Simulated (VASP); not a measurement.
Runs of VASP 6.6.1 on HPbNO4. The cells are those of the table. 

```csv
level,cell,k mesh,grid for exact exchange (PRECFOCK),screening parameter,gap on the mesh (eV),pressure (GPa),largest force (eV/Å)
HSE06,"a = 3.857, b = 4.338, c = 5.984 Å, angles 81.9, 83.3, 87.7°, 7 atoms",3 × 3 × 2,Fast,0.2079 1/Å,0.74,-5.5,(a)
BLYP,"a = 3.857, b = 4.338, c = 5.984 Å, angles 81.9, 83.3, 87.7°, 7 atoms",5 × 4 × 4,-,-,0.28,3.5,1.02
PBE,"a = 3.857, b = 4.338, c = 5.984 Å, angles 81.9, 83.3, 87.7°, 7 atoms",4 × 4 × 3,-,-,0.56,0.6,0.62
PBE,"a = 3.857, b = 4.338, c = 5.984 Å, angles 81.9, 83.3, 87.7°, 7 atoms",5 × 5 × 4,-,-,0.26,0.6,0.62
PBE,"a = 3.857, b = 4.338, c = 5.984 Å, angles 81.9, 83.3, 87.7°, 7 atoms",4 × 3 × 2,-,-,0.26,0.7,(b)
revPBE,"a = 3.857, b = 4.338, c = 5.984 Å, angles 81.9, 83.3, 87.7°, 7 atoms",5 × 4 × 4,-,-,0.26,2.7,0.84
r2SCAN0,"a = 3.857, b = 4.338, c = 5.984 Å, angles 81.9, 83.3, 87.7°, 7 atoms",3 × 3 × 2,Fast,-,1.55,-8.1,0.91
r2SCANh,"a = 3.857, b = 4.338, c = 5.984 Å, angles 81.9, 83.3, 87.7°, 7 atoms",3 × 3 × 2,Fast,-,0.79,-5.2,0.53
PBE+D4,"a = 3.755, b = 4.224, c = 5.874 Å, angles 79.9, 79.4, 83.2°, 7 atoms",4 × 4 × 3,-,-,0.70,0.7,0.63
PBEsol,"a = 3.821, b = 4.181, c = 5.774 Å, angles 80.4, 81.4, 85.6°, 7 atoms",4 × 4 × 3,-,-,0.70,0.8,0.64
r2SCAN+rVV10,"a = 3.727, b = 4.099, c = 5.693 Å, angles 79.0, 80.0, 80.0°, 7 atoms",5 × 5 × 4,-,-,0.94,1.4,0.80
```

Alike in all rows: task single point; potentials or basis VASP PAW PBE potentials, release 64 (H, Pb_d, N, O); no spin polarisation; cutoff (eV) 520; smearing fermi-dirac 0.05 eV.

Question: Fill in the values left out.

Answer: (a) 0.70; (b) 0.61.

Caveats: some runs use coarse meshes; the standard files for N, O and F lose accuracy on very short bonds; spin-orbit coupling is left out, which moves the levels of the heavy elements; the PAW data sets were made with another functional, which shifts forces and pressure a little (some runs).

A k mesh can miss the band edges, and the runs leave out spin-orbit coupling on Pb.
